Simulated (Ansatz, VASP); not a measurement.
One calculation of NaCl, two programs

Contents of INCAR:

```
SYSTEM = NaCl
  PREC = Accurate
  ENCUT = 500
  EDIFF = 1E-7
  ISMEAR = 0
  SIGMA = 0.02
  LREAL = .False.
  LASPH = .True.
  NELM = 120
  ALGO = Normal
  ISIF = 3
  LWAVE = .False.
  LCHARG = .False.
  GGA = PS
  IBRION = 2
  NSW = 100
  EDIFFG = -0.002
  GGA_COMPAT = .False.
  NELMIN = 4
```

KPOINTS

```
regular mesh
0
Gamma
  8 8 8
  0 0 0
```

File POSCAR:

```
NaCl
1.0
    0.0000000000      2.8434500000      2.8434500000
    2.8434500000      0.0000000000      2.8434500000
    2.8434500000      2.8434500000      0.0000000000
Na Cl
1 1
Direct
    0.0000000000      0.0000000000      0.0000000000
    0.5000000000      0.5000000000      0.5000000000
```

Input for Ansatz:

```yaml
crystal:
  lattice:
    - [0.0, 2.84345, 2.84345]
    - [2.84345, 0.0, 2.84345]
    - [2.84345, 2.84345, 0.0]
  atoms:
    - { symbol: Na, position: [0.0, 0.0, 0.0] }
    - { symbol: Cl, position: [0.5, 0.5, 0.5] }
basis:
  ecutwfc: 420
kpoints:
  mp_grid: { grid: [8, 8, 8] }
hamiltonian:
  xc: pbesol
  pseudopotentials: { kind: paw, azcp: { folder: soft_1 } }
scf:
  occupations: { method: gaussian, width: 0.02 }
output:
  forces: true
  stress: true
  eigenvalues: true
  write_density: true
  write_potential: true
  elf: true
  volumetric_format: npy
relax:
  adjacent_minimum: "off"
  f_tol: 0.002
  max_steps: 80
  cell: { stress_tol: 0.02 }
```

Alike in both runs: task relaxation of cell and atoms; functional PBEsol; k mesh 8 × 8 × 8; occupations gaussian, width 0.02 eV; no spin polarisation.

```csv
,VASP,Ansatz
version,VASP 6.6.1,Ansatz 0.2.0
potentials or method,"VASP PAW PBE potentials, release 64 (Na_pv, Cl), cutoff 500 eV","scalar-relativistic, plane waves, PAW"
valence electrons in the cell,14,16
```

```csv
,VASP,Ansatz,Ansatz less VASP
"gap on the k mesh at the Fermi level, each at its own relaxed structure (eV)",5.01,5.01,+0.008
relaxed volume (Å³/atom),21.99,21.97,-0.012
relaxed length of the cell vector where the two differ most in proportion (Å),3.962,3.961,-0.0007
```

VASP's potentials were made for PBE, not for PBEsol, and Ansatz warns of the same on its side. VASP's potentials hold 14 valence electrons a cell and Ansatz's 16, so a difference there can come from the potentials and not from the codes.
